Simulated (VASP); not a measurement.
Runs of VASP 6.6.1 on Si2B2C. The structure is that of space group P-6m2 (No. 187), or close to it. The cells are those of the table. 

```csv
task,spin,cell,k mesh,cutoff (eV),gap on the mesh (eV),pressure (GPa),moment (μB),relaxed volume (Å³/atom),largest force (eV/Å)
single point,off,"a = 2.919, b = 2.919, c = 6.555 Å, angles 90.0, 90.0, 120.0°, 5 atoms",12 × 12 × 6,520,none,0.0,-,-,0.01
relaxation of cell and atoms,off,"relaxed from a = 2.898, b = 2.898, c = 6.618 Å, angles 90.0, 90.0, 120.0°, 5 atoms",12 × 12 × 6,600,none,0.0,-,(a),-
single point,off,"a = 2.898, b = 2.898, c = 6.618 Å, angles 90.0, 90.0, 120.0°, 5 atoms",6 × 6 × 4,520,none,0.0,-,-,0.02
single point,off,"a = 2.902, b = 2.902, c = 6.562 Å, angles 90.0, 90.0, 120.0°, 5 atoms",6 × 6 × 2,520,none,-0.2,-,-,0.01
relaxation of cell and atoms,off,"relaxed from a = 3.174, b = 3.174, c = 7.542 Å, angles 90.0, 90.0, 120.0°, 5 atoms",6 × 6 × 2,600,none,0.1,-,9.52,0.04
single point,"collinear, ferromagnetic start","a = 3.174, b = 3.174, c = 7.542 Å, angles 90.0, 90.0, 120.0°, 5 atoms",6 × 6 × 2,520,none,-2.3,0.00,-,7.97
relaxation of cell and atoms,off,"relaxed from a = 2.902, b = 2.902, c = 6.562 Å, angles 90.0, 90.0, 120.0°, 5 atoms",6 × 6 × 4,600,none,-0.2,-,9.64,0.02
single point,"collinear, ferromagnetic start","a = 2.898, b = 2.898, c = 6.618 Å, angles 90.0, 90.0, 120.0°, 5 atoms",6 × 6 × 4,520,none,0.0,0.00,-,0.02
single point,off,"a = 3.174, b = 3.174, c = 7.542 Å, angles 90.0, 90.0, 120.0°, 5 atoms",6 × 6 × 2,520,none,-2.3,-,-,7.97
```

Alike in all rows: level PBE; potentials or basis VASP PAW PBE potentials, release 64 (Si, B, C); smearing gaussian 0.1 eV.

**Question.** Fill in the values left out.

**Answer.** (a) 9.67.

Caveats: some runs use coarse meshes; forces of over 1 eV/Å act on the atoms, so gaps and moduli don't describe the material at rest (some runs); the volume moved by over 15 % at a fixed basis, so the end points are rough (some runs).

A gap of «none» marks levels without a gap at the run's occupations.
